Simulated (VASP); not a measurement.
# C (Fd-3m) in VASP: notebook

Runs on C. Level: PBE. Tasks: single point.

All numbers are computed with VASP 6.6.1; they aren't measurements. Logs are shortened: lines on timing, memory, paths and dates and some standing lists are left out, and cuts for length are marked.

## 1. The cell of the first run

It takes space group Fd-3m (No. 227, cubic). The conventional cell has a = 3.525 Å, b = 3.525 Å, c = 3.525 Å, α = 90.00°, β = 90.00°, γ = 90.00°. Within 2.0 Å of C (site symmetry -43m) lie 4 C at 1.53 Å.

## 2. Single point, PBE (strain -1.0%)

INCAR reads:

```
PREC = Accurate
ENCUT = 520
EDIFF = 1E-6
ISMEAR = -1
SIGMA = 0.02
LREAL = F
LASPH = T
NELM = 60
ALGO = Normal
ISIF = 2
LWAVE = F
LCHARG = F
GGA = PE
NBANDS = 11
```

KPOINTS reads:

```
Automatic mesh
0
Gamma
  12 12 12
```

POSCAR reads:

```
C
1.0
    0.0000000000      1.7623229011      1.7623229011
    1.7623229011      0.0000000000      1.7623229011
    1.7623229011      1.7623229011      0.0000000000
C
2
Direct
    0.0000000000      0.0000000000      0.0000000000
    0.2500000000      0.2500000000      0.2500000000
```

Potentials or basis: VASP PAW PBE potentials, release 64 (C).

On the command line:

```bash
> cat potpaw_PBE.64/C/POTCAR > POTCAR
> mpirun -np 1 vasp_std > vasp.out
```

OUTCAR:

```text
PREC = Accurate
   ENCUT = 520
   EDIFF = 1E-6
   ISMEAR = -1
   LREAL = F
   LASPH = T
   NELM = 60
   ISIF = 2
   GGA = PE

 ion  position               nearest neighbor table
   1  0.000  0.000  0.000-   2 1.53   2 1.53   2 1.53   2 1.53
   2  0.250  0.250  0.250-   1 1.53   1 1.53   1 1.53   1 1.53

  LATTYP: Found a face centered cubic cell.
 ALAT       =     3.5246458022

  Lattice vectors:

 A1 = (   0.0000000000,   1.7623229011,   1.7623229011)
 A2 = (   1.7623229011,   0.0000000000,   1.7623229011)
 A3 = (   1.7623229011,   1.7623229011,   0.0000000000)

Analysis of symmetry for initial positions (statically):
=====================================================================
 Subroutine PRICEL returns:
 Original cell was already a primitive cell.

 Routine SETGRP: Setting up the symmetry group for a
 face centered cubic supercell.

 Subroutine GETGRP returns: Found 48 space group operations
 (whereof 24 operations were pure point group operations)
 out of a pool of 48 trial point group operations.

The static configuration has the point symmetry T_d .
 The point group associated with its full space group is O_h .

Analysis of symmetry for dynamics (positions and initial velocities):
=====================================================================
 Subroutine PRICEL returns:
 Original cell was already a primitive cell.

 Routine SETGRP: Setting up the symmetry group for a
 face centered cubic supercell.

 Subroutine GETGRP returns: Found 48 space group operations
 (whereof 24 operations were pure point group operations)
 out of a pool of 48 trial point group operations.

The dynamic configuration has the point symmetry T_d .
 The point group associated with its full space group is O_h .

 Subroutine INISYM returns: Found 48 space group operations
 (whereof 24 operations are pure point group operations),
 and found     1 'primitive' translations

----------------------------------------------------------------------------------------

                                     Primitive cell

  volume of cell :      10.9468

  direct lattice vectors                    reciprocal lattice vectors
     0.000000000  1.762322901  1.762322901    -0.283716452  0.283716452  0.283716452
     1.762322901  0.000000000  1.762322901     0.283716452 -0.283716452  0.283716452
     1.762322901  1.762322901  0.000000000     0.283716452  0.283716452 -0.283716452

  length of vectors
     2.492300948  2.492300948  2.492300948     0.491411309  0.491411309  0.491411309

  position of ions in fractional coordinates (direct lattice)
     0.000000000  0.000000000  0.000000000
     0.250000000  0.250000000  0.250000000

  ion indices of the primitive-cell ions
   primitive index   ion index
                 1           1
                 2           2

----------------------------------------------------------------------------------------

 KPOINTS: Automatic mesh

Automatic generation of k-mesh.
 Grid dimensions read from file:
 generate k-points for:   12   12   12

 Generating k-lattice:

  Cartesian coordinates                     Fractional coordinates (reciprocal lattice)
    -0.023643038  0.023643038  0.023643038     0.083333333  0.000000000  0.000000000
     0.023643038 -0.023643038  0.023643038     0.000000000  0.083333333  0.000000000
     0.023643038  0.023643038 -0.023643038     0.000000000  0.000000000  0.083333333

  Length of vectors
     0.040950942  0.040950942  0.040950942

  Shift w.r.t. Gamma in fractional coordinates (k-lattice)
     0.000000000  0.000000000  0.000000000

 Subroutine IBZKPT returns following result:
 ===========================================

 Found     72 irreducible k-points:

 Following reciprocal coordinates:
            Coordinates               Weight
  0.000000  0.000000  0.000000      1.000000
  0.083333  0.000000  0.000000      8.000000
  0.166667  0.000000  0.000000      8.000000
  0.250000  0.000000  0.000000      8.000000
  0.333333  0.000000  0.000000      8.000000
  0.416667  0.000000  0.000000      8.000000
[... 16 lines left out ...]
  0.500000  0.166667  0.000000     24.000000
 -0.416667  0.166667  0.000000     24.000000
 [... further k-points ...]
   k-points           NKPTS =     72   k-points in BZ     NKDIM =     72   number of bands    NBANDS=     11
   number of dos      NEDOS =    301   number of ions     NIONS =      2
   total plane-waves  NPLWV =   8000
   dimension x,y,z NGX =    20 NGY =   20 NGZ =   20
   dimension x,y,z NGXF=    40 NGYF=   40 NGZF=   40
   ions per type =               2
   NGX,Y,Z   is equivalent  to a cutoff of  13.34, 13.34, 13.34 a.u.
   NGXF,Y,Z  is equivalent  to a cutoff of  26.68, 26.68, 26.68 a.u.
 SYSTEM =  unknown system
   PREC   = accura    normal or accurate (medium, high low for compatibility)
   ISTART =      0    job   : 0-new  1-cont  2-samecut
   ICHARG =      2    charge: 1-file 2-atom 10-const
   ISPIN  =      1    spin polarized calculation?
   LNONCOLLINEAR =      F non collinear calculations
   LSORBIT =      F    spin-orbit coupling
   LASPH  =      T    aspherical Exc in radial PAW
   ENCUT  =  520.0 eV  38.22 Ry    6.18 a.u.   4.63  4.63  4.63*2*pi/ulx,y,z
   NELM   =     60;   NELMIN=  2; NELMDL= -5     # of ELM steps
   EDIFF  = 0.1E-05   stopping-criterion for ELM
   LREAL  =      F    real-space projection
   EDIFFG = 0.1E-04   stopping-criterion for IOM
   NSW    =      0    number of steps for IOM
   IBRION =     -1    ionic relax: 0-MD 1-quasi-New 2-CG
   NFREE  =      0    steps in history (QN), initial steepest desc. (CG)
   ISIF   =      2    stress and relaxation
   ISYM   =      2    0-nonsym 1-usesym 2-fastsym
   POTIM  = 0.5000    time-step for ionic-motion
   TEBEG  =    0.0;   TEEND  =   0.0 temperature during run
   PSTRESS=    0.0 pullay stress
   NELECT =       8.0000    total number of electrons
   NUPDOWN=      -1.0000    fix difference up-down
   EMIN   =  10.00;   EMAX   =-10.00  energy-range for DOS
   EFERMI =   0.00;   METHOD = LEGACY
   ISMEAR =    -1;   SIGMA  =   0.02  broadening in eV -4-tet -1-fermi 0-gaus
   EFERMI_NEDOS =   21; number of points for ismear=-14 and -15
   IALGO  =     38    algorithm
   IMIX   =      4    mixing-type and parameters
     AMIX     =   0.40;   BMIX     =  1.00
     AMIX_MAG =   1.60;   BMIX_MAG =  1.00
  volume/ion in A,a.u.               =       5.47        36.94
  Fermi-wavevector in a.u.,A,eV,Ry     =   1.474606  2.786601 29.585365  2.174463
  Thomas-Fermi vector in A             =   2.589357
   LORBIT       =      0    0 simple, 1 ext, 2 COOP (PROOUT), +10 PAW based schemes
   GGA     = PE    functional components
   LHFCALC =     F    Hartree Fock is set to
   AEXX    =    0.0000 exact exchange contribution
   IVDW    =     0    specifies the selected vdW correction
   LEPSILON=     F    determine dielectric tensor
   LRPA    =     F    only Hartree local field effects (RPA)
 non-spin polarized calculation
  energy-cutoff  :      520.00
  volume of cell :       10.95
 maximum number of plane-waves:       304
   NGX =  9   NGY =  9   NGZ =  9

 number of electron       7.9999999 magnetization

 Free energy of the ion-electron system (eV)
  ---------------------------------------------------
  ext. energy  EPLUGINS =         0.00000000
  ---------------------------------------------------
  free energy    TOTEN  =       -18.15827438 eV

  energy without entropy =      -18.15827438  energy(sigma->0) =      -18.15827438

 E-fermi :  10.7051     XC(G=0): -13.4305

 val. band max:       10.2522451376   @ k =   0.0000   0.0000   0.0000
 cond. band min:      14.4870982594   @ k =   0.3333   0.3333   0.0000
 fundamental gap:      4.2348531218
 Fermi energy:        10.7050754816

 k-point     1 :       0.0000    0.0000    0.0000
  band No.  band energies     occupation
      1     -11.7096      2.00000
      2      10.2522      2.00000
      3      10.2522      2.00000
      4      10.2522      2.00000
      5      15.9410      0.00000
      6      15.9410      0.00000
      7      15.9410      0.00000
      8      24.4105      0.00000
      9      30.0090      0.00000
     10      37.1816      0.00000
     11      37.1816      0.00000

 k-point     2 :       0.0833    0.0000    0.0000
  band No.  band energies     occupation
      1     -11.5127      2.00000
      2       8.9903      2.00000
      3       9.9166      2.00000
      4       9.9166      2.00000
      5      16.3806      0.00000
      6      16.3806      0.00000
      7      16.6985      0.00000
      8      24.5481      0.00000
      9      30.3328      0.00000
     10      34.9901      0.00000
     11      34.9901      0.00000

 k-point     3 :       0.1667    0.0000    0.0000
  band No.  band energies     occupation
      1     -10.9238      2.00000
      2       6.3947      2.00000
      3       9.1905      2.00000
      4       9.1905      2.00000
      5      17.3319      0.00000
      6      17.3319      0.00000
      7      17.8778      0.00000
      8      24.9382      0.00000
      9      31.0075      0.00000
     10      33.3527      0.00000
     11      33.3527      0.00000

 k-point     4 :       0.2500    0.0000    0.0000
  band No.  band energies     occupation
      1      -9.9510      2.00000
      2       3.4893      2.00000
      3       8.4444      2.00000
      4       8.4444      2.00000
      5      18.2096      0.00000
      6      18.2096      0.00000
      7      18.7310      0.00000
      8      25.4761      0.00000
      9      31.4459      0.00000
     10      32.9400      0.00000
     11      32.9400      0.00000

 k-point     5 :       0.3333    0.0000    0.0000
  band No.  band energies     occupation
      1      -8.6142      2.00000
      2       0.6397      2.00000
      3       7.8535      2.00000
      4       7.8535      2.00000
      5      18.6960      0.00000
      6      18.6960      0.00000
      7      19.2404      0.00000
      8      25.9576      0.00000
      9      31.7160      0.00000
     10      33.8281      0.00000
     11      33.8281      0.00000
[... 211 lines left out ...]
 k-point    21 :       0.3333    0.1667    0.0000
  band No.  band energies     occupation
      1      -8.8598      2.00000
      2       2.8525      2.00000
      3       6.2787      2.00000
      4       6.7477      2.00000
      5      16.3943      0.00000
      6      21.3932      0.00000
      7      21.4083      0.00000
      8      22.3169      0.00000
      9      31.7704      0.00000
     10      32.4443      0.00000
     11      37.7281      0.00000

 k-point    22 :       0.4167    0.1667    0.0000
  band No.  band energies     occupation
      1      -7.4263      2.00000
      2       0.2323      2.00000
      3       5.8748      2.00000
      4       6.0551      2.00000
      5      17.0625      0.00000
      6      21.5146      0.00000
      7      21.7956      0.00000
      8      23.2422      0.00000
      9      31.7890      0.00000
     10      33.3616      0.00000
     11      38.1619      0.00000

 k-point    23 :       0.5000    0.1667    0.0000
  band No.  band energies     occupation
      1      -5.7827      2.00000
      2      -2.0853      2.00000
      3       5.1323      2.00000
      4       6.1473      2.00000
      5      17.4852      0.00000
      6      21.2224      0.00000
      7      21.9474      0.00000
      8      24.8997      0.00000
      9      30.8315      0.00000
     10      34.7557      0.00000
     11      37.3497      0.00000

 k-point    24 :      -0.4167    0.1667    0.0000
  band No.  band energies     occupation
      1      -5.3242      2.00000
      2      -2.6325      2.00000
      3       4.6274      2.00000
      4       6.5401      2.00000
      5      17.9368      0.00000
      6      20.7137      0.00000
      7      21.9259      0.00000
      8      26.1249      0.00000
      9      30.1156      0.00000
     10      34.8407      0.00000
     11      35.5122      0.00000

 [... further k-points ...]

------------------------ aborting loop because EDIFF is reached ----------------------------------------

  FORCE on cell =-STRESS in cart. coord.  units (eV):
  Direction    XX          YY          ZZ          XY          YZ          ZX
  --------------------------------------------------------------------------------------
  -------------------------------------------------------------------------------------
  Total        1.3195360      1.3195360      1.3195360      0.0000000      0.0000000     -0.0000000
  in kB      193.1280618    193.1280618    193.1280618      0.0000000      0.0000000     -0.0000000
  external PRESSURE =     193.1280618 kB  Pullay stress =       0.0000000 kB

 VOLUME and BASIS-vectors are now :
 -----------------------------------------------------------------------------
  energy-cutoff  :      520.00
  volume of cell :       10.95
      direct lattice vectors                 reciprocal lattice vectors
     0.000000000  1.762322901  1.762322901    -0.283716452  0.283716452  0.283716452
     1.762322901  0.000000000  1.762322901     0.283716452 -0.283716452  0.283716452
     1.762322901  1.762322901  0.000000000     0.283716452  0.283716452 -0.283716452

 POSITION                                       TOTAL-FORCE (eV/Angst)
 -----------------------------------------------------------------------------------
      0.00000      0.00000      0.00000         0.000000      0.000000      0.000000
      0.88116      0.88116      0.88116        -0.000000     -0.000000     -0.000000
 -----------------------------------------------------------------------------------
    total drift:                                0.000000      0.000000      0.000000

  FREE ENERGIE OF THE ION-ELECTRON SYSTEM (eV)
  ---------------------------------------------------
  free  energy   TOTEN  =       -18.1582743800 eV

  energy  without entropy=      -18.1582743800  energy(sigma->0) =      -18.15827438
```

It took 12 s on 1 thread of AMD EPYC 7R43 (Zen 3), shared host; peak memory 0.08 GiB.

Results:

| Property | Result |
| --- | --- |
| Free energy | -18.1583 eV |
| Pressure | 19.3 GPa |
| Band gap on the k mesh | 4.23 eV, indirect (least direct gap 5.69 eV) |

Caveat: the cell differs from its parent crystal (strain -1.0%).

[end of part 1 of 3]
